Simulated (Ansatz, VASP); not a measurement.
One calculation of TaHO2, two programs

```
Ta H O
1.0
     2.92087    0.00000    0.00000
    -1.46044    2.52955    0.00000
     0.00000    0.00000   10.45279
Ta H O
2 2 4
Direct
  0.66667 0.33333 0.75000
  0.33333 0.66667 0.25000
  0.00000 0.00000 0.00000
  0.00000 0.00000 0.50000
  0.33333 0.66667 0.87155
  0.33333 0.66667 0.62845
  0.66667 0.33333 0.37155
  0.66667 0.33333 0.12845
```

Alike in both runs: functional PBE; k mesh 6 × 6 × 2; occupations gaussian, width 0.1 eV; no spin polarisation.

Ansatz relaxed the structure, and its values are those at the end. VASP's run is a single point on that final structure, the one shown.

|  | VASP | Ansatz |
| --- | --- | --- |
| version | VASP 6.6.1 | Ansatz 0.2.0 |
| potentials or method | VASP PAW PBE potentials, release 64 (Ta_pv, H, O), cutoff 520 eV | scalar-relativistic, plane waves, PAW |
| valence electrons in the cell | 48 | 52 |

VASP gave:

- gap on the k mesh at the Fermi level (eV): none
- pressure (GPa): 0.7
- rms of the force components (eV/Å): 0.039

Estimate Ansatz's values.

gap on the k mesh at the Fermi level (eV): none; pressure (GPa): 0.0; rms of the force components (eV/Å): 0.001.

A gap of «none» marks a metal or a gap that the smearing closes. VASP's potentials hold 48 valence electrons a cell and Ansatz's 52, so a difference there can come from the potentials and not from the codes.

The k mesh is coarse, so the values compare programs but aren't converged. Spin-orbit coupling is off throughout.
